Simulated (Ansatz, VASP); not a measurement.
# KMgF3 in VASP and in Ansatz

```
K Mg F
1.0
     3.98024    0.00000    0.00000
     0.00000    3.98024    0.00000
     0.00000    0.00000    3.98024
K Mg F
1 1 3
Direct
  0.50000 0.50000 0.50000
  0.00000 0.00000 0.00000
  0.50000 0.00000 0.00000
  0.00000 0.50000 0.00000
  0.00000 0.00000 0.50000
```

Alike in both runs: task single point; functional PBE; k mesh 4 × 4 × 4; no spin polarisation.

|  | VASP | Ansatz |
| --- | --- | --- |
| version | VASP 6.6.1 | Ansatz 0.2.0 |
| potentials or method | VASP PAW PBE potentials, release 64 (K_sv, Mg, F), cutoff 600 eV | plane waves |
| occupations | gaussian, width 0.01 eV | fixed |
| valence electrons in the cell | 32 | 40 |

Ansatz gave:

| Item | Value |
| --- | --- |
| gap on the k mesh at the Fermi level (eV) | 7.36 |
| pressure (GPa) | 4.1 |

Question: What did VASP give for the same quantities?

Answer: gap on the k mesh at the Fermi level (eV): 7.34; pressure (GPa): 3.6.

VASP's potentials hold 32 valence electrons a cell and Ansatz's 40, so a difference there can come from the potentials and not from the codes.
